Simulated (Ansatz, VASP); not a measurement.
## Ba in VASP and in Ansatz

```
Ba
1.0
     4.22838    0.00000    0.00000
     0.00000    4.22838    0.00000
     0.00000    0.00000    4.22838
Ba
1
Direct
  0.00000 0.00000 0.00000
```

Alike in both runs: task single point; functional BLYP; k mesh 9 × 9 × 9; occupations fermi-dirac, width 0.1 eV; no spin polarisation.

```csv
,VASP,Ansatz
version,VASP 6.6.1,Ansatz 0.2.0
potentials or method,"VASP PAW PBE potentials, release 64 (Ba_sv), cutoff 500 eV","plane waves (420 eV) with PAW, scalar-relativistic"
valence electrons in the cell,10,10
```

|  | VASP | Ansatz | Ansatz less VASP |
| --- | --- | --- | --- |
| pressure (GPa) | -0.4 | -0.5 | -0.03 |

VASP's potentials were made for PBE, not for BLYP. With one functional, cell and mesh, what is left measures potentials, basis and numerics.

Neither program's run includes spin-orbit coupling.
